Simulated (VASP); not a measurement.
A run of VASP 6.6.1:

File INCAR:

```
SYSTEM = Pt
ALGO = Normal
EDIFF = 1E-7
ENCUT = 520
GGA = PE
ISIF = 2
ISMEAR = -1
LASPH = .True.
LCHARG = .False.
LREAL = .False.
LWAVE = .False.
NBANDS = 22
NELM = 80
PREC = Accurate
SIGMA = 0.08
```

Contents of KPOINTS:

```
k-points
0
Gamma
  13 13 1
  0 0 0
```

File POSCAR:

```
Pt
1.0
    2.8080030018      0.0000000000      0.0000000000
   -1.4040015009      2.4318019335      0.0000000000
    0.0000000000      0.0000000000     20.5854000000
Pt
3
Direct
    0.1666666667      0.3333333333      0.3877767870
    0.5000000000      1.0000000000      0.5000000007
    0.8333333333      0.6666666667      0.6122232120
```

Potentials or basis: VASP PAW PBE potentials, release 64 (Pt).

The run is started by

```sh
$ cat potpaw_PBE.64/Pt/POTCAR > POTCAR
$ mpirun -np 1 vasp_std > vasp.out
```

Hardware: 1 thread of Intel(R) Xeon(R) 6975P-C (Granite Rapids), on a shared host.

**Question.** Estimate the wall time of this run.

**Answer.** Wall time 48 s on 1 thread of Intel(R) Xeon(R) 6975P-C (Granite Rapids), on a shared host, peak memory 0.29 GiB. Counts: scf iterations 24, k points 21.
